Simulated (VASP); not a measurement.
Here is a VASP 6.6.1 calculation.

INCAR

```
  PREC = Accurate
  ENCUT = 520
  EDIFF = 1E-6
  ISMEAR = -1
  SIGMA = 0.05
  LREAL = F
  LASPH = T
  NELM = 150
  ALGO = Normal
  ISIF = 2
  LWAVE = F
  LCHARG = F
  ISPIN = 2
  MAGMOM = 2.16 -2.16
  LORBIT = 11
  LMAXMIX = 4
  GGA = B5
  ALDAX = 1.0
  AGGAX = 1.0
  AGGAC = 1.0
  ALDAC = 0.0
  NBANDS = 19
```

KPOINTS

```
Automatic mesh
0
Gamma
  13 13 13
```

POSCAR

```
Fe
1.0
    0.0000000000      2.4416146005      2.4416146005
    2.4416146005      0.0000000000      2.4416146005
    2.4416146005      2.4416146005      0.0000000000
Fe
2
Direct
    0.0000000000      0.0000000000      0.0000000000
    0.5000000000      0.5000000000      0.5000000000
```

Potentials or basis: VASP PAW PBE potentials, release 64 (Fe).

Command:

```sh
$ cat potpaw_PBE.64/Fe/POTCAR > POTCAR
$ mpirun -np 1 vasp_std > vasp.out
```

Task: Predict the net moment.

Result: 0.00 μB per cell.

Task: Estimate the site moments.

Result: Fe +2.33, -2.33 μB.

Caveat: the cell stands under tension; the antiferromagnetic order is the one typed at the start, and another may lie lower.
